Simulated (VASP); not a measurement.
Here is a VASP 6.6.1 calculation.

POSCAR

```
ZrS2
1.0
    3.6743990850      0.0000000000      0.0000000000
   -1.8371995425      3.1821229513      0.0000000000
    0.0000000000      0.0000000000      5.8568562742
Zr S
1 2
Direct
    0.0000000000      0.0000000000      0.0000000000
    0.3333333333      0.6666666667      0.2462324599
    0.6666666667      0.3333333333      0.7537675401
```

File INCAR.step1:

```
  PREC = Accurate
  ENCUT = 500
  EDIFF = 1E-8
  ISMEAR = 0
  SIGMA = 0.01
  LREAL = F
  LASPH = T
  NELM = 60
  ALGO = Normal
  LWAVE = T
  LCHARG = F
  GGA = PE
```

INCAR.step2

```
  PREC = Accurate
  ENCUT = 500
  EDIFF = 1E-8
  ISMEAR = 0
  SIGMA = 0.01
  LREAL = F
  LASPH = T
  NELM = 1
  ALGO = Exact
  LWAVE = T
  LCHARG = F
  GGA = PE
  NBANDS = 167
  LOPTICS = T
  ISTART = 1
```

File INCAR.step3:

```
  PREC = Accurate
  ENCUT = 500
  EDIFF = 1E-8
  ISMEAR = 0
  SIGMA = 0.01
  LREAL = F
  LASPH = T
  ALGO = EVGW0
  LWAVE = F
  LCHARG = F
  GGA = PE
  NELMGW = 1
  NBANDS = 167
  ENCUTGW = 100.0
  NOMEGA = 96
  PRECFOCK = Fast
  ISTART = 1
  NBANDSGW = 20
  OMEGAMAX = 20
```

File KPOINTS:

```
Automatic mesh
0
Gamma
  6 6 4
```

Potentials or basis: VASP PAW PBE potentials, release 64 (Zr_sv_GW, S_GW).

Run with:

```bash
$ cat potpaw_PBE.64/Zr_sv_GW/POTCAR potpaw_PBE.64/S_GW/POTCAR > POTCAR
$ cp INCAR.step1 INCAR
$ mpirun -np 1 vasp_std > vasp.out
$ cp INCAR.step2 INCAR
$ mpirun -np 1 vasp_std > vasp.out
$ cp INCAR.step3 INCAR
$ mpirun -np 1 vasp_std > vasp.out
```

Predict the quasiparticle gap.

1.72 eV.

What does it give for the least direct quasiparticle gap?

2.47 eV.

Estimate the least direct gap of the starting levels on the mesh.

1.50 eV.

Caveat: bands, screening cutoff and mesh are small and nothing is extrapolated, so the quasiparticle values aren't converged.
